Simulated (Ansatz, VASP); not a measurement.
# Two plane-wave programs on PbO

```
Pb O
1.0
     4.03807   -0.08553   -0.11987
    -0.08553    4.03807    0.11987
    -0.15146    0.15146    5.55443
Pb O
2 2
Direct
  0.98821 0.50904 0.24013
  0.50904 0.98821 0.75987
  0.99160 0.99160 0.00000
  0.51115 0.51115 0.00000
```

Alike in both runs: task single point; functional PBE; k mesh 8 × 8 × 6; occupations gaussian, width 0.02 eV; no spin polarisation.

|  | VASP | Ansatz |
| --- | --- | --- |
| version | VASP 6.6.1 | Ansatz 0.2.0 |
| potentials or method | VASP PAW PBE potentials, release 64 (Pb_d, O), cutoff 520 eV | scalar-relativistic, plane waves, PAW |
| valence electrons in the cell | 40 | 40 |

|  | VASP | Ansatz | Ansatz less VASP |
| --- | --- | --- | --- |
| gap on the k mesh at the Fermi level (eV) | 1.09 | 1.09 | -0.003 |
| least direct gap on the mesh (eV) | 1.29 | 1.29 | +0.005 |
| pressure (GPa) | -3.5 | -3.5 | -0.03 |
| traceless stress, the component that is largest in VASP (GPa) | -3.42 | -3.41 | +0.005 |
| rms of the force components (eV/Å) | 0.723 | 0.730 | +0.0064 |

Atom by atom the forces differ by 0.017 eV/Å (rms over components).

Spin-orbit coupling is off throughout.
